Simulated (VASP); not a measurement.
Crystal: HfMoC2.

```xyz
4
Lattice="3.2540 0.0000 0.0000 0.0000 3.2540 0.0000 0.0000 0.0000 4.5731" Properties=species:S:1:pos:R:3 pbc="T T T"
Hf    0.0000    0.0000    0.0000
Mo    1.6270    1.6270    2.2866
C     1.6270    1.6270    0.0000
C     0.0000    0.0000    2.2866
```

Base run:

- Program: VASP 6.6.1
- Functional: r2SCAN
- Potentials or basis: VASP PAW PBE potentials, release 64 (Hf_pv, Mo_sv, C)
- Cutoff: 520 eV
- k mesh: 8 × 8 × 6
- Occupations: fermi-dirac, width 0.05 eV
- Spin: no spin polarisation

Its results: band gap on the k mesh zero (bands 16 and 17 overlap by 2.15 eV); pressure -17.6 GPa.

Question: The run is repeated on the same cell with these changes: functional from r2SCAN to PBE; further incar settings from ALGO = Normal; EDIFF = 1e-07; NBANDS = 24 to ALGO = Normal; EDIFF = 1e-06; NBANDS = 24. What comes out?

Answer: Band gap on the k mesh zero (bands 16 and 17 overlap by 2.17 eV); pressure -15.5 GPa.

Caveats: the cell stands under tension; spin-orbit coupling is left out, which moves the levels of the heavy elements; the PAW data sets were made with another functional, which shifts forces and pressure a little (at least some runs).
